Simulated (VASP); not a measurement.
# LiF (Griceite) (Fm-3m) in VASP: electric field gradients with PBE

Aim: the electric field gradients of LiF (Griceite) with PBE.

Everything below comes from runs of VASP 6.6.1. Logs are shortened: lines on timing, memory, paths and dates and some standing lists are left out, and cuts for length are marked.

## (1) The cell of the first run

Symmetry: Fm-3m, No. 225, cubic system. The conventional cell has a = 4.028 Å, b = 4.028 Å, c = 4.028 Å, α = 90.00°, β = 90.00°, γ = 90.00°. Li (site symmetry m-3m) has 6 F at 2.01 Å within 2.7 Å. F (site symmetry m-3m) has 6 Li at 2.01 Å within 2.7 Å.

## (2) Electric field gradients, PBE

The input, INCAR:

```
PREC     = Accurate       # precision mode
ENCUT    = 520            # plane-wave cutoff, eV
EDIFF    = 1E-8           # SCF threshold, eV
ISMEAR   = 0              # smearing method
SIGMA    = 0.01           # smearing width, eV
LREAL    = Auto         
LASPH    = T              # aspherical terms in the spheres
NELM     = 80             # most SCF steps
ALGO     = Normal         # electronic algorithm
ISIF     = 2              # what is computed and relaxed
LWAVE    = F              # write WAVECAR
LCHARG   = F              # write CHGCAR
GGA      = PE             # functional
LEFG     = T            
NBANDS   = 54             # bands
```

The input, KPOINTS:

```
regular mesh
0
Gamma
  4 4 4
```

The input, POSCAR:

```
LiF
1.0
    0.0000000000      4.0280000000      4.0280000000
    4.0280000000      0.0000000000      4.0280000000
    4.0280000000      4.0280000000      0.0000000000
Li F
8 8
Direct
    0.0000000000      0.0000000000      0.0000000000
    0.0000000000      0.0000000000      0.5000000000
    0.0000000000      0.5000000000      0.0000000000
    0.0000000000      0.5000000000      0.5000000000
    0.5000000000      0.0000000000      0.0000000000
    0.5000000000      0.0000000000      0.5000000000
    0.5000000000      0.5000000000      0.0000000000
    0.5000000000      0.5000000000      0.5000000000
    0.2500000000      0.2500000000      0.2500000000
    0.2500000000      0.2500000000      0.7500000000
    0.2500000000      0.7500000000      0.2500000000
    0.2500000000      0.7500000000      0.7500000000
    0.7500000000      0.2500000000      0.2500000000
    0.7500000000      0.2500000000      0.7500000000
    0.7500000000      0.7500000000      0.2500000000
    0.7500000000      0.7500000000      0.7500000000
```

Potentials or basis: VASP PAW PBE potentials, release 64 (Li_sv, F).

Command:

```
$ cat potpaw_PBE.64/Li_sv/POTCAR potpaw_PBE.64/F/POTCAR > POTCAR
$ mpirun -np 1 vasp_std > vasp.out
```

OUTCAR:

```text
PREC = Accurate
   ENCUT = 520
   EDIFF = 1E-8
   ISMEAR = 0
   LREAL = Auto
   LASPH = T
   NELM = 80
   ISIF = 2
   GGA = PE

 ion  position               nearest neighbor table
   1  0.000  0.000  0.000-  10 2.01  11 2.01  12 2.01  13 2.01  14 2.01  15 2.01
   2  0.000  0.000  0.500-   9 2.01  11 2.01  12 2.01  13 2.01  14 2.01  16 2.01
   3  0.000  0.500  0.000-   9 2.01  10 2.01  12 2.01  13 2.01  15 2.01  16 2.01
   4  0.000  0.500  0.500-   9 2.01  10 2.01  11 2.01  14 2.01  15 2.01  16 2.01
   5  0.500  0.000  0.000-   9 2.01  10 2.01  11 2.01  14 2.01  15 2.01  16 2.01
   6  0.500  0.000  0.500-   9 2.01  10 2.01  12 2.01  13 2.01  15 2.01  16 2.01
[... 8 lines left out ...]
  15  0.750  0.750  0.250-   1 2.01   3 2.01   4 2.01   5 2.01   6 2.01   8 2.01
  16  0.750  0.750  0.750-   2 2.01   3 2.01   4 2.01   5 2.01   6 2.01   7 2.01
[... 6 lines left out ...]
 A1 = (   0.0000000000,   4.0280000000,   4.0280000000)
 A2 = (   4.0280000000,   0.0000000000,   4.0280000000)
 A3 = (   4.0280000000,   4.0280000000,   0.0000000000)

Analysis of symmetry for initial positions (statically):
=====================================================================
 Subroutine PRICEL returns following result:

  LATTYP: Found a face centered cubic cell.
 ALAT       =     4.0280000000

  Lattice vectors:

 A1 = (   0.0000000000,   2.0140000000,   2.0140000000)
 A2 = (   2.0140000000,   0.0000000000,   2.0140000000)
 A3 = (   2.0140000000,   2.0140000000,   0.0000000000)

   8 primitive cells build up your supercell.

 Routine SETGRP: Setting up the symmetry group for a
 face centered cubic supercell.

 Subroutine GETGRP returns: Found 48 space group operations
 (whereof 48 operations were pure point group operations)
 out of a pool of 48 trial point group operations.

The static configuration has the point symmetry O_h .

Analysis of symmetry for dynamics (positions and initial velocities):
=====================================================================
 Subroutine PRICEL returns following result:

  LATTYP: Found a face centered cubic cell.
 ALAT       =     4.0280000000

  Lattice vectors:

 A1 = (   0.0000000000,   2.0140000000,   2.0140000000)
 A2 = (   2.0140000000,   0.0000000000,   2.0140000000)
 A3 = (   2.0140000000,   2.0140000000,   0.0000000000)

   8 primitive cells build up your supercell.

 Routine SETGRP: Setting up the symmetry group for a
 face centered cubic supercell.

 Subroutine GETGRP returns: Found 48 space group operations
 (whereof 48 operations were pure point group operations)
 out of a pool of 48 trial point group operations.

The dynamic configuration has the point symmetry O_h .

 Subroutine INISYM returns: Found 48 space group operations
 (whereof 48 operations are pure point group operations),
 and found     8 'primitive' translations

----------------------------------------------------------------------------------------

                                     Primitive cell

  volume of cell :      16.3384

  direct lattice vectors                    reciprocal lattice vectors
     0.000000000  2.014000000  2.014000000    -0.248262165  0.248262165  0.248262165
     2.014000000  0.000000000  2.014000000     0.248262165 -0.248262165  0.248262165
     2.014000000  2.014000000  0.000000000     0.248262165  0.248262165 -0.248262165

  length of vectors
     2.848226115  2.848226115  2.848226115     0.430002683  0.430002683  0.430002683

  position of ions in fractional coordinates (direct lattice)
     0.000000000  0.000000000  0.000000000
     0.500000000  0.500000000  0.500000000

  ion indices of the primitive-cell ions
   primitive index   ion index
                 1           1
                 2           9

----------------------------------------------------------------------------------------

[... 56 lines left out ...]
   IBRION =     -1    ionic relax: 0-MD 1-quasi-New 2-CG
   NFREE  =      0    steps in history (QN), initial steepest desc. (CG)
   ISIF   =      2    stress and relaxation
   ISYM   =      2    0-nonsym 1-usesym 2-fastsym
   POTIM  = 0.5000    time-step for ionic-motion
   TEBEG  =    0.0;   TEEND  =   0.0 temperature during run
   PSTRESS=    0.0 pullay stress
   NELECT =      80.0000    total number of electrons
   NUPDOWN=      -1.0000    fix difference up-down
   EMIN   =  10.00;   EMAX   =-10.00  energy-range for DOS
   EFERMI =   0.00;   METHOD = LEGACY
   ISMEAR =     0;   SIGMA  =   0.01  broadening in eV -4-tet -1-fermi 0-gaus
   EFERMI_NEDOS =   21; number of points for ismear=-14 and -15
   IALGO  =     38    algorithm
   IMIX   =      4    mixing-type and parameters
     AMIX     =   0.40;   BMIX     =  1.00
     AMIX_MAG =   1.60;   BMIX_MAG =  1.00
  volume/ion in A,a.u.               =       8.17        55.13
  Fermi-wavevector in a.u.,A,eV,Ry     =   1.389970  2.626662 26.286674  1.932016
  Thomas-Fermi vector in A             =   2.513950
   LORBIT       =      0    0 simple, 1 ext, 2 COOP (PROOUT), +10 PAW based schemes
   GGA     = PE    functional components
   LHFCALC =     F    Hartree Fock is set to
   AEXX    =    0.0000 exact exchange contribution
   IVDW    =     0    specifies the selected vdW correction
   LEPSILON=     F    determine dielectric tensor
   LRPA    =     F    only Hartree local field effects (RPA)
 non-spin polarized calculation
 Gauss-broadening in eV      SIGMA  =   0.01
  energy-cutoff  :      520.00
  volume of cell :      130.71
 maximum number of plane-waves:      3543
   NGX = 21   NGY = 21   NGZ = 21

 number of electron      79.9999852 magnetization

 Free energy of the ion-electron system (eV)
  ---------------------------------------------------
  ext. energy  EPLUGINS =         0.00000000
  ---------------------------------------------------
  free energy    TOTEN  =       -77.10240722 eV

  energy without entropy =      -77.10240722  energy(sigma->0) =      -77.10240722

 E-fermi :  -0.9356     XC(G=0):  -9.9824

 val. band max:       -1.0185619760   @ k =   0.0000   0.0000   0.0000
 cond. band min:       8.0693653185   @ k =   0.0000   0.0000   0.0000
 fundamental gap:      9.0879272944
 Fermi energy:        -0.9356391001

 k-point     1 :       0.0000    0.0000    0.0000
  band No.  band energies     occupation
      1     -41.9387      2.00000
      2     -41.8801      2.00000
      3     -41.8801      2.00000
      4     -41.8801      2.00000
      5     -41.8801      2.00000
      6     -41.8650      2.00000
[... 429 lines left out ...]
     51      14.1933      0.00000
     52      14.1933      0.00000
 [bands above 52 left out]

------------------------ aborting loop because EDIFF is reached ----------------------------------------

  FORCE on cell =-STRESS in cart. coord.  units (eV):
  Direction    XX          YY          ZZ          XY          YZ          ZX
  --------------------------------------------------------------------------------------
  -------------------------------------------------------------------------------------
  Total        1.3569098      1.3569098      1.3569098      0.0000000      0.0000000      0.0000000
  in kB       16.6327160     16.6327160     16.6327160      0.0000000      0.0000000      0.0000000
  external PRESSURE =      16.6327160 kB  Pullay stress =       0.0000000 kB

 VOLUME and BASIS-vectors are now :
 -----------------------------------------------------------------------------
  energy-cutoff  :      520.00
  volume of cell :      130.71
      direct lattice vectors                 reciprocal lattice vectors
     0.000000000  4.028000000  4.028000000    -0.124131082  0.124131082  0.124131082
     4.028000000  0.000000000  4.028000000     0.124131082 -0.124131082  0.124131082
     4.028000000  4.028000000  0.000000000     0.124131082  0.124131082 -0.124131082

 POSITION                                       TOTAL-FORCE (eV/Angst)
 -----------------------------------------------------------------------------------
      0.00000      0.00000      0.00000         0.000000      0.000000      0.000000
      2.01400      2.01400      0.00000         0.000000     -0.000000      0.000000
      2.01400      0.00000      2.01400         0.000000      0.000000     -0.000000
      4.02800      2.01400      2.01400         0.000000      0.000000     -0.000000
      0.00000      2.01400      2.01400         0.000000     -0.000000     -0.000000
      2.01400      4.02800      2.01400         0.000000     -0.000000      0.000000
[... 8 lines left out ...]
      4.02800      4.02800      6.04200        -0.000000     -0.000000     -0.000000
      6.04200      6.04200      6.04200        -0.000000      0.000000     -0.000000
 -----------------------------------------------------------------------------------
    total drift:                                0.000000      0.000000      0.000000

  FREE ENERGIE OF THE ION-ELECTRON SYSTEM (eV)
  ---------------------------------------------------
  free  energy   TOTEN  =       -77.1024072208 eV

  energy  without entropy=      -77.1024072208  energy(sigma->0) =      -77.10240722

 Electric field gradients (V/A^2)
---------------------------------------------------------------------
 ion       V_xx      V_yy      V_zz      V_xy      V_xz      V_yz
---------------------------------------------------------------------
   1       0.000     0.000    -0.000     0.006     0.006     0.006
   2       0.000     0.000    -0.000     0.006     0.006     0.006
   3      -0.000     0.000    -0.000     0.006     0.006     0.006
   4       0.000     0.000    -0.000     0.006     0.006     0.006
   5      -0.000     0.000    -0.000     0.006     0.006     0.006
   6      -0.000     0.000    -0.000     0.006     0.006     0.006
[... 8 lines left out ...]
  15      -0.000    -0.000    -0.000     0.007     0.007     0.007
  16      -0.000    -0.000    -0.000     0.007     0.007     0.007
---------------------------------------------------------------------

 Electric field gradients after diagonalization (V/A^2)
 (convention: |V_zz| > |V_xx| > |V_yy|)
----------------------------------------------------------------------
 ion       V_xx      V_yy      V_zz     asymmetry (V_yy - V_xx)/ V_zz
----------------------------------------------------------------------
   1      -0.006    -0.006     0.012       0.000
   2      -0.006    -0.006     0.012       0.000
   3      -0.006    -0.006     0.012       0.000
   4      -0.006    -0.006     0.012       0.000
   5      -0.006    -0.006     0.012       0.000
   6      -0.006    -0.006     0.012       0.000
[... 8 lines left out ...]
  15      -0.007    -0.007     0.015       0.000
  16      -0.007    -0.007     0.015       0.000
----------------------------------------------------------------------

           NMR quadrupolar parameters

 Cq : quadrupolar parameter    Cq=e*Q*V_zz/h
 eta: asymmetry parameters     (V_yy - V_xx)/ V_zz
 Q  : nuclear electric quadrupole moment in mb (millibarn)
----------------------------------------------------------------------
 ion       Cq(MHz)       eta       Q (mb)
----------------------------------------------------------------------
   1       0.000       0.000       1.000
   2       0.000       0.000       1.000
   3       0.000       0.000       1.000
   4       0.000       0.000       1.000
   5       0.000       0.000       1.000
   6       0.000       0.000       1.000
[... 8 lines left out ...]
  15       0.000       0.000       1.000
  16       0.000       0.000       1.000
----------------------------------------------------------------------
```

Run time: 2 min. Hardware: 1 thread of Intel Xeon Platinum 8259CL at 2.50GHz (Skylake/Cascade Lake), shared host; peak memory 0.25 GiB.

Results:

```yaml
Free_energy: -77.1024 eV
Band_gap_on_the_k_mesh: 9.09 eV
```

Levels at points of the mesh, in eV from the valence-band top:
| k point | band 36 | band 37 | band 38 | band 39 | band 40 | band 41 | band 42 | band 43 | band 44 | band 45 |
| --- | --- | --- | --- | --- | --- | --- | --- | --- | --- | --- |
| (0.00, 0.00, 0.00) | -0.23 | -0.23 | 0.00 | 0.00 | 0.00 | 9.09 | 10.77 | 10.77 | 10.77 | 10.77 |
| (0.50, 0.00, 0.00) | -0.63 | -0.12 | -0.12 | -0.12 | -0.12 | 10.35 | 10.35 | 12.96 | 12.96 | 12.96 |
| (0.50, 0.50, 0.00) | -0.51 | -0.24 | -0.24 | -0.24 | -0.24 | 11.41 | 11.41 | 12.09 | 12.09 | 12.09 |

Caveat: the cutoff is under 1.25 times the usual one of these potentials, so pressure, stress and relaxed cells hold a basis-set (Pulay) error; without QUAD_EFG the Cq values of the log hold for a quadrupole moment of 1 mb, not for the nuclei. A k mesh can miss the band edges.
